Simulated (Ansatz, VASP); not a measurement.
## One calculation of Ag, two programs

```xyz
2
Lattice="2.9300 0.0000 0.0000 -1.4650 2.5375 -0.0634 0.0000 -0.1197 4.7900" Properties=species:S:1:pos:R:3 pbc="T T T"
Ag    0.0000    1.6617    1.1552
Ag    1.4650    0.7560    3.5714
```

Change from the starting cell: strain -0.0500 x Voigt [0, 0, 0, 1, 0, 0], atoms carried along.

Alike in both runs: task single point; functional PBEsol; k mesh 18 × 18 × 10; occupations gaussian, width 0.15 eV; no spin polarisation.

|  | VASP | Ansatz |
| --- | --- | --- |
| version | VASP 6.6.1 | Ansatz 0.2.0 |
| potentials or method | VASP PAW PBE potentials, release 64 (Ag), cutoff 500 eV | scalar-relativistic, plane waves, PAW |
| valence electrons in the cell | 22 | 38 |

Ansatz gave:

| Property | Result |
| --- | --- |
| gap on the k mesh at the Fermi level (eV) | none |
| pressure (GPa) | -6.2 |
| traceless stress, the component that is largest in VASP (GPa) | 0.96 |
| rms of the force components (eV/Å) | 0.009 |

Task: Estimate VASP's values.

Result: gap on the k mesh at the Fermi level (eV): none; pressure (GPa): -6.3; traceless stress, the component that is largest in VASP (GPa): 0.95; rms of the force components (eV/Å): 0.009.

VASP's potentials were made for PBE, not for PBEsol. Atom by atom the forces differ by 0.000 eV/Å (rms over components). A gap of «none» marks a metal or a gap that the smearing closes. VASP's potentials hold 22 valence electrons a cell and Ansatz's 38, so a difference there can come from the potentials and not from the codes.
